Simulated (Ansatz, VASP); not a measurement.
**FeCu: VASP beside Ansatz**

Contents of INCAR:

```
  PREC = Accurate
  ENCUT = 520
  EDIFF = 1E-6
  ISMEAR = 0
  SIGMA = 0.1
  LREAL = F
  LASPH = T
  NELM = 150
  ALGO = Normal
  ISIF = 2
  LWAVE = F
  LCHARG = F
  ISPIN = 2
  MAGMOM = 3.5 0
  LORBIT = 11
  LMAXMIX = 4
  GGA = PS
  NBANDS = 20
```

File KPOINTS:

```
Automatic mesh
0
Gamma
  12 12 7
```

POSCAR

```
FeCu
1.0
    1.3988472763     -1.9334423957      0.0000000000
    1.3988472763      1.9334423957      0.0000000000
    0.0000000000      0.0000000000      4.0247038624
Fe Cu
1 1
Direct
    0.0000000000      0.0000000000      0.0000000000
    0.5000000000      0.5000000000      0.5000000000
```

Input for Ansatz:

```yaml
crystal:
  lattice:
    - [1.3988472762634465, -1.9334423956605553, 0.0]
    - [1.3988472762634465, 1.9334423956605553, 0.0]
    - [0.0, 0.0, 4.024703862385166]
  atoms:
    - { symbol: Fe, position: [0.0, 0.0, 0.0], spin: 3.5 }
    - { symbol: Cu, position: [0.5, 0.5, 0.5] }
basis:
  ecutwfc: 500.0
kpoints:
  mp_grid:
    grid: [12, 12, 7]
hamiltonian:
  xc: pbesol
magnetization:
  spin_polarized: true
scf:
  convergence:
    dr2_threshold: 1.0e-10
  occupations:
    method: gaussian
    width: 0.1
```

Alike in both runs: task single point; functional PBEsol; k mesh 12 × 12 × 7; occupations gaussian, width 0.1 eV; collinear spin.

|  | VASP | Ansatz |
| --- | --- | --- |
| version | VASP 6.6.1 | Ansatz 0.2.0 |
| potentials or method | VASP PAW PBE potentials, release 64 (Fe, Cu), cutoff 520 eV | plane waves, PAW |
| valence electrons in the cell | 19 | 35 |

|  | VASP | Ansatz | Ansatz less VASP |
| --- | --- | --- | --- |
| net moment per atom (μB) | 1.17 | 1.18 | +0.006 |
| size of the moment on the site where the two differ most (μB) | 0.06 | 0.10 | +0.033 |

VASP's potentials were made for PBE, not for PBEsol. Site moments also hang on the region over which each program counts them. VASP's potentials hold 19 valence electrons a cell and Ansatz's 35, so a difference there can come from the potentials and not from the codes.
